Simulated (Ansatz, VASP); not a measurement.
**Bi in VASP and in Ansatz**

INCAR

```
SYSTEM = Bi
ALGO     = Normal         ! electronic algorithm
EDIFF    = 1E-7           ! SCF threshold, eV
ENCUT    = 520            ! plane-wave cutoff, eV
ISIF     = 2              ! what is computed and relaxed
ISMEAR   = 0              ! smearing method
LASPH    = .TRUE.         ! aspherical terms in the spheres
LCHARG   = .FALSE.        ! write CHGCAR
LREAL    = .FALSE.        ! projectors in reciprocal space
LWAVE    = .FALSE.        ! write WAVECAR
NBANDS   = 22             ! bands
NELM     = 100            ! most SCF steps
PREC     = Accurate       ! precision mode
SIGMA    = 0.6            ! smearing width, eV
```

File KPOINTS:

```
k-points
0
G
  9 9 9
  0 0 0
```

POSCAR

```
Bi
1.0
    2.2451514826      1.2962388128      3.8388382945
   -2.2451514826      1.2962388128      3.8388382945
    0.0000000000     -2.5924776257      3.8388382945
Bi
2
Direct
    0.2371145469      0.2371145469      0.2371145469
    0.7628854531      0.7628854531      0.7628854531
```

Input for Ansatz:

```yaml
crystal:
  lattice:
    - [2.2451514826, 1.2962388128, 3.8388382945]
    - [-2.2451514826, 1.2962388128, 3.8388382945]
    - [0.0, -2.5924776257, 3.8388382945]
  atoms:
    - { symbol: Bi, position: [0.2371145469, 0.2371145469, 0.2371145469] }
    - { symbol: Bi, position: [0.7628854531, 0.7628854531, 0.7628854531] }
hamiltonian:
  xc: lda
  pseudopotentials:
    kind: paw
    azcp:
      Bi: "pseudopotentials/Bi.paw.azcp"
basis:
  ecutwfc: 420
  fft_grid_basis: typed
kpoints:
  mp_grid: { grid: [9, 9, 9], shift: [0, 0, 0] }
magnetization:
  spin_polarized: false
scf:
  occupations: { method: gaussian, width: 0.6 }
  lower_state_search: "off"
output:
  stress: true
```

Alike in both runs: task single point; functional LDA; k mesh 9 × 9 × 9; occupations gaussian, width 0.6 eV; no spin polarisation.

|  | VASP | Ansatz |
| --- | --- | --- |
| version | VASP 6.6.1 | Ansatz 0.2.0 |
| potentials or method | VASP PAW LDA potentials, release 64 (Bi_d), cutoff 520 eV | plane waves (420 eV) with PAW, scalar-relativistic |
| valence electrons in the cell | 30 | 30 |

```tsv
	VASP	Ansatz	Ansatz less VASP
pressure (GPa)	0.2	0.1	-0.09
traceless stress, the component that is largest in VASP (GPa)	-0.05	-0.04	+0.013
```

Ansatz warns that its potentials were made for another functional, while VASP's fit it. LDA's correlation is that of Perdew and Zunger in VASP and of Perdew and Wang (1992) in Ansatz.

Spin-orbit coupling is off throughout.
